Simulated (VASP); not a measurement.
Runs of VASP 6.6.1 on TiAl3. The structure is that of space group Immm (No. 71), or close to it. The cells are those of the table. 

```csv
cell,further INCAR settings,gap on the mesh (eV),pressure (GPa),largest force (eV/Å)
"a = 5.042 Å, angles 137.7, 132.6, 65.4°, 4 atoms",ALGO = Fast; EDIFF = 1e-07; NBANDS = 18,none,(b),0.08
"a = 4.966 Å, angles 140.4, 133.5, 62.6°, 4 atoms",ALGO = Fast; EDIFF = 1e-06; NBANDS = 18,none,(a),0.12
"a = 4.993 Å, angles 140.6, 132.1, 63.7°, 4 atoms",ALGO = Fast; EDIFF = 1e-06; NBANDS = 18,none,6.3,0.15
"a = 5.045 Å, angles 139.4, 130.9, 65.6°, 4 atoms",ALGO = Fast; EDIFF = 1e-07; NBANDS = 18,none,-2.5,0.15
"a = 4.963 Å, angles 138.7, 135.2, 62.5°, 4 atoms",ALGO = Fast; EDIFF = 1e-06; NBANDS = 18,none,10.9,0.06
"a = 5.014 Å, angles 137.4, 134.0, 64.4°, 4 atoms",ALGO = Fast; EDIFF = 1e-07; NBANDS = 18,none,0.4,0.05
```

Alike in all rows: task single point; level LDA; potentials or basis VASP PAW LDA potentials, release 64 (Ti_sv, Al); no spin polarisation; k mesh 14 × 14 × 14; cutoff (eV) 520; smearing gaussian 0.15 eV.

Q: Estimate the missing entries.

A: (a) 11.5; (b) -3.3.

Caveats: the cell stands under pressure (at least some runs); the cell stands under tension (at least some runs).

A gap of «none» marks levels without a gap at the run's occupations.
